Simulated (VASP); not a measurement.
# Cs4ErTe (I422) in VASP: single point with PBE

Aim: the single point of Cs4ErTe with PBE.

All numbers are computed with VASP 6.6.1; they aren't measurements. Logs are shortened: lines on timing, memory, paths and dates and some standing lists are left out, and cuts for length are marked.

## (1) The cell of the first run

Symmetry: I422, No. 97, tetragonal system. Conventional cell: a = 10.802 Å, b = 10.802 Å, c = 6.336 Å, α = 90.00°, β = 90.00°, γ = 90.00°. Cs (site symmetry 2) has 7 Cs at 4.10 to 5.03 Å and 2 Er at 4.34 Å and 2 Te at 4.34 Å within 5.4 Å. Er (site symmetry 422) has 2 Te at 3.17 Å and 8 Cs at 4.34 Å within 4.4 Å. Within 4.4 Å of Te (site symmetry 422) lie 2 Er at 3.17 Å and 8 Cs at 4.34 Å.

The cell was built from a structure type or drawn by symmetry, and may not be a known phase.

## (2) Single point, PBE

File INCAR:

```
SYSTEM = Cs4ErTe
ALGO = Normal
EDIFF = 1E-6
ENCUT = 500
GGA = PE
GGA_COMPAT = .False.
ISIF = 2
ISMEAR = 0
LASPH = .True.
LCHARG = .False.
LMAXMIX = 6
LREAL = .False.
LWAVE = .False.
NBANDS = 34
NELM = 200
PREC = Accurate
SIGMA = 0.2
```

File KPOINTS:

```
k-points
0
Gamma
  3 3 3
  0 0 0
```

File POSCAR:

```
Cs4ErTe
1.0
   -5.4010932060      5.4010932060      3.1678200232
    5.4010932060     -5.4010932060      3.1678200232
    5.4010932060      5.4010932060     -3.1678200232
Cs Er Te
4 1 1
Direct
    0.9146772191      0.4146772191      0.8293544381
    0.5853227809      0.0853227809      0.1706455619
    0.0853227809      0.9146772191      0.5000000000
    0.4146772191      0.5853227809      0.5000000000
    0.5000000000      0.5000000000      0.0000000000
    0.0000000000      0.0000000000      0.0000000000
```

Potentials or basis: VASP PAW PBE potentials, release 64 (Cs_sv, Er_3, Te), 4f in core.

On the command line:

```
cat potpaw_PBE.64/Cs_sv/POTCAR potpaw_PBE.64/Er_3/POTCAR potpaw_PBE.64/Te/POTCAR > POTCAR
mpirun -np 1 vasp_std > vasp.out
```

OUTCAR:

```text
SYSTEM = Cs4ErTe
   EDIFF = 1E-6
   ENCUT = 500
   GGA = PE
   ISIF = 2
   ISMEAR = 0
   LASPH = .True.
   LREAL = .False.
   NELM = 200
   PREC = Accurate

 ion  position               nearest neighbor table
   1  0.915  0.415  0.829-
   2  0.585  0.085  0.171-
   3  0.085  0.915  0.500-
   4  0.415  0.585  0.500-
   5  0.500  0.500  0.000-   6 3.17   6 3.17
   6  0.000  0.000  0.000-   5 3.17   5 3.17

  LATTYP: Found a body centered tetragonal cell.
 ALAT       =    10.8021864120
 C/A-ratio  =     0.5865146004

  Lattice vectors:

 A1 = (  -5.4010932060,   5.4010932060,   3.1678200232)
 A2 = (   5.4010932060,  -5.4010932060,   3.1678200232)
 A3 = (   5.4010932060,   5.4010932060,  -3.1678200232)

Analysis of symmetry for initial positions (statically):
=====================================================================
 Subroutine PRICEL returns:
 Original cell was already a primitive cell.

 Routine SETGRP: Setting up the symmetry group for a
 body centered tetragonal supercell.

 Subroutine GETGRP returns: Found  8 space group operations
 (whereof  8 operations were pure point group operations)
 out of a pool of 16 trial point group operations.

The static configuration has the point symmetry D_4 .

Analysis of symmetry for dynamics (positions and initial velocities):
=====================================================================
 Subroutine PRICEL returns:
 Original cell was already a primitive cell.

 Routine SETGRP: Setting up the symmetry group for a
 body centered tetragonal supercell.

 Subroutine GETGRP returns: Found  8 space group operations
 (whereof  8 operations were pure point group operations)
 out of a pool of 16 trial point group operations.

The dynamic configuration has the point symmetry D_4 .

 Subroutine INISYM returns: Found  8 space group operations
 (whereof  8 operations are pure point group operations),
 and found     1 'primitive' translations

----------------------------------------------------------------------------------------

                                     Primitive cell

  volume of cell :     369.6441

  direct lattice vectors                    reciprocal lattice vectors
    -5.401093206  5.401093206  3.167820023     0.000000000  0.092573851  0.157837250
     5.401093206 -5.401093206  3.167820023     0.092573851  0.000000000  0.157837250
     5.401093206  5.401093206 -3.167820023     0.092573851  0.092573851  0.000000000

  length of vectors
     8.269141391  8.269141391  8.269141391     0.182982282  0.182982282  0.130919196

  position of ions in fractional coordinates (direct lattice)
     0.914677219  0.414677219  0.829354438
     0.585322781  0.085322781  0.170645562
     0.085322781  0.914677219  0.500000000
     0.414677219  0.585322781  0.500000000
     0.500000000  0.500000000  0.000000000
     0.000000000  0.000000000  0.000000000

  ion indices of the primitive-cell ions
   primitive index   ion index
                 1           1
                 2           2
                 3           3
                 4           4
                 5           5
                 6           6

----------------------------------------------------------------------------------------

 KPOINTS: k-points

Automatic generation of k-mesh.
 Grid dimensions read from file:
 generate k-points for:    3    3    3

 Generating k-lattice:

  Cartesian coordinates                     Fractional coordinates (reciprocal lattice)
     0.000000000  0.030857950  0.052612417     0.333333333 -0.000000000  0.000000000
     0.030857950  0.000000000  0.052612417    -0.000000000  0.333333333  0.000000000
     0.030857950  0.030857950  0.000000000     0.000000000  0.000000000  0.333333333

  Length of vectors
     0.060994094  0.060994094  0.043639732

  Shift w.r.t. Gamma in fractional coordinates (k-lattice)
     0.000000000  0.000000000  0.000000000

 Subroutine IBZKPT returns following result:
 ===========================================

 Found      6 irreducible k-points:

 Following reciprocal coordinates:
            Coordinates               Weight
  0.000000  0.000000  0.000000      1.000000
  0.333333  0.000000 -0.000000      8.000000
  0.333333  0.333333 -0.000000      8.000000
 -0.333333  0.333333  0.000000      4.000000
 -0.333333  0.333333  0.333333      4.000000
 -0.333333 -0.333333  0.333333      2.000000
   k-points           NKPTS =      6   k-points in BZ     NKDIM =      6   number of bands    NBANDS=     34
   number of dos      NEDOS =    301   number of ions     NIONS =      6
   total plane-waves  NPLWV = 216000
   dimension x,y,z NGX =    60 NGY =   60 NGZ =   60
   dimension x,y,z NGXF=   120 NGYF=  120 NGZF=  120
   ions per type =               4   1   1
   NGX,Y,Z   is equivalent  to a cutoff of  12.06, 12.06, 12.06 a.u.
   NGXF,Y,Z  is equivalent  to a cutoff of  24.13, 24.13, 24.13 a.u.
 SYSTEM =  Cs4ErTe
   PREC   = accura    normal or accurate (medium, high low for compatibility)
   ISTART =      0    job   : 0-new  1-cont  2-samecut
   ICHARG =      2    charge: 1-file 2-atom 10-const
   ISPIN  =      1    spin polarized calculation?
   LNONCOLLINEAR =      F non collinear calculations
   LSORBIT =      F    spin-orbit coupling
   LASPH  =      T    aspherical Exc in radial PAW
   ENCUT  =  500.0 eV  36.75 Ry    6.06 a.u.  15.08 15.08 15.08*2*pi/ulx,y,z
   NELM   =    200;   NELMIN=  2; NELMDL= -5     # of ELM steps
   EDIFF  = 0.1E-05   stopping-criterion for ELM
   LREAL  =      F    real-space projection
   EDIFFG = 0.1E-04   stopping-criterion for IOM
   NSW    =      0    number of steps for IOM
   IBRION =     -1    ionic relax: 0-MD 1-quasi-New 2-CG
   NFREE  =      0    steps in history (QN), initial steepest desc. (CG)
   ISIF   =      2    stress and relaxation
   ISYM   =      2    0-nonsym 1-usesym 2-fastsym
   POTIM  = 0.5000    time-step for ionic-motion
   TEBEG  =    0.0;   TEEND  =   0.0 temperature during run
   PSTRESS=    0.0 pullay stress
   NELECT =      51.0000    total number of electrons
   NUPDOWN=      -1.0000    fix difference up-down
   EMIN   =  10.00;   EMAX   =-10.00  energy-range for DOS
   EFERMI =   0.00;   METHOD = LEGACY
   ISMEAR =     0;   SIGMA  =   0.20  broadening in eV -4-tet -1-fermi 0-gaus
   EFERMI_NEDOS =   21; number of points for ismear=-14 and -15
   IALGO  =     38    algorithm
   IMIX   =      4    mixing-type and parameters
     AMIX     =   0.40;   BMIX     =  1.00
     AMIX_MAG =   1.60;   BMIX_MAG =  1.00
  volume/ion in A,a.u.               =      61.61       415.75
  Fermi-wavevector in a.u.,A,eV,Ry     =   0.845935  1.598585  9.736409  0.715606
  Thomas-Fermi vector in A             =   1.961202
   LORBIT       =      0    0 simple, 1 ext, 2 COOP (PROOUT), +10 PAW based schemes
   GGA     = PE    functional components
   LHFCALC =     F    Hartree Fock is set to
   AEXX    =    0.0000 exact exchange contribution
   IVDW    =     0    specifies the selected vdW correction
   LEPSILON=     F    determine dielectric tensor
   LRPA    =     F    only Hartree local field effects (RPA)
 non-spin polarized calculation
 Gauss-broadening in eV      SIGMA  =   0.20
  energy-cutoff  :      500.00
  volume of cell :      369.64
 maximum number of plane-waves:      9418
   NGX = 31   NGY = 31   NGZ = 31

 number of electron      51.0000001 magnetization

 Free energy of the ion-electron system (eV)
  ---------------------------------------------------
  ext. energy  EPLUGINS =         0.00000000
  ---------------------------------------------------
  free energy    TOTEN  =       -11.70672502 eV

  energy without entropy =      -11.54439398  energy(sigma->0) =      -11.62555950

 E-fermi :   2.1884     XC(G=0):  -7.0753

 val. band max:        2.1517426412   @ k =  -0.3333   0.3333   0.3333
 cond. band min:       2.2432430921   @ k =   0.3333   0.0000  -0.0000
 fundamental gap:      0.0915004509
 Fermi energy:         2.1883924499

 k-point     1 :       0.0000    0.0000    0.0000
  band No.  band energies     occupation
      1     -24.2563      2.00000
      2     -24.2563      2.00000
      3     -24.1850      2.00000
      4     -21.4079      2.00000
      5     -21.3798      2.00000
      6     -21.3172      2.00000
[... 26 lines left out ...]
     33       3.7958      0.00000
     34       3.8841      0.00000

 k-point     2 :       0.3333    0.0000   -0.0000
  band No.  band energies     occupation
      1     -24.2562      2.00000
      2     -24.2562      2.00000
      3     -24.1854      2.00000
      4     -21.3809      2.00000
      5     -21.3690      2.00000
      6     -21.3372      2.00000
[... 26 lines left out ...]
     33       3.8567      0.00000
     34       3.8995      0.00000

 k-point     3 :       0.3333    0.3333   -0.0000
  band No.  band energies     occupation
      1     -24.2563      2.00000
      2     -24.2562      2.00000
      3     -24.1854      2.00000
      4     -21.3755      2.00000
      5     -21.3722      2.00000
      6     -21.3397      2.00000
[... 26 lines left out ...]
     33       3.6923      0.00000
     34       3.7993      0.00000

 k-point     4 :      -0.3333    0.3333    0.0000
  band No.  band energies     occupation
      1     -24.2563      2.00000
      2     -24.2563      2.00000
      3     -24.1850      2.00000
      4     -21.4008      2.00000
      5     -21.3860      2.00000
      6     -21.3181      2.00000
[... 26 lines left out ...]
     33       3.5662      0.00000
     34       3.7482      0.00000

 k-point     5 :      -0.3333    0.3333    0.3333
  band No.  band energies     occupation
      1     -24.2563      2.00000
      2     -24.2563      2.00000
      3     -24.1850      2.00000
      4     -21.3955      2.00000
      5     -21.3880      2.00000
      6     -21.3279      2.00000
[... 26 lines left out ...]
     33       3.6139      0.00000
     34       3.7395      0.00000

 k-point     6 :      -0.3333   -0.3333    0.3333
  band No.  band energies     occupation
      1     -24.2563      2.00000
      2     -24.2562      2.00000
      3     -24.1854      2.00000
      4     -21.3721      2.00000
      5     -21.3721      2.00000
      6     -21.3441      2.00000
[... 26 lines left out ...]
     33       3.9910      0.00000
     34       4.0127      0.00000

------------------------ aborting loop because EDIFF is reached ----------------------------------------

  FORCE on cell =-STRESS in cart. coord.  units (eV):
  Direction    XX          YY          ZZ          XY          YZ          ZX
  --------------------------------------------------------------------------------------
  -------------------------------------------------------------------------------------
  Total        0.9027979      0.9027979     -0.2850405      0.0000000      0.0000000      0.0000000
  in kB        3.9130669      3.9130669     -1.2354730      0.0000000      0.0000000      0.0000000
  external PRESSURE =       2.1968869 kB  Pullay stress =       0.0000000 kB

 VOLUME and BASIS-vectors are now :
 -----------------------------------------------------------------------------
  energy-cutoff  :      500.00
  volume of cell :      369.64
      direct lattice vectors                 reciprocal lattice vectors
    -5.401093206  5.401093206  3.167820023     0.000000000  0.092573851  0.157837250
     5.401093206 -5.401093206  3.167820023     0.092573851  0.000000000  0.157837250
     5.401093206  5.401093206 -3.167820023     0.092573851  0.092573851  0.000000000

 POSITION                                       TOTAL-FORCE (eV/Angst)
 -----------------------------------------------------------------------------------
      1.77887      7.17997      1.58391        -0.026898     -0.026898     -0.000000
     -1.77887      3.62222      1.58391         0.026898      0.026898     -0.000000
      7.17997     -1.77887      1.58391        -0.026898      0.026898      0.000000
      3.62222      1.77887      1.58391         0.026898     -0.026898      0.000000
      0.00000      0.00000      3.16782        -0.000000     -0.000000     -0.000000
      0.00000      0.00000      0.00000        -0.000000     -0.000000     -0.000000
 -----------------------------------------------------------------------------------
    total drift:                               -0.000000      0.000000     -0.000000

  FREE ENERGIE OF THE ION-ELECTRON SYSTEM (eV)
  ---------------------------------------------------
  free  energy   TOTEN  =       -11.7067250154 eV

  energy  without entropy=      -11.5443939827  energy(sigma->0) =      -11.62555950
```

Run time: 74 s. Hardware: 1 thread of Intel Xeon 6975P-C (Granite Rapids), shared host; peak memory 0.48 GiB.

Results:

```
Free energy            : -11.7067 eV
Pressure               : 0.2 GPa
Largest force          : 0.038 eV/Å
Band gap on the k mesh : zero (an odd number of electrons rules out a gap without spin polarisation)
```

Forces on the atoms (eV/Å):
```
Cs  -0.027 -0.027  0.000
Cs   0.027  0.027  0.000
Cs  -0.027  0.027  0.000
Cs   0.027 -0.027  0.000
Er   0.000  0.000  0.000
Te   0.000  0.000  0.000
```

Caveat: the k points lie up to 0.38 Å⁻¹ apart, too coarse for converged energies and pressures of a metal; spin-orbit coupling is left out, which moves the levels of the heavy elements; the 4f electrons are frozen in the core, so they carry no moment and show no levels. Spin polarisation is off, so any magnetic state and its effect on volume and gap are missing.
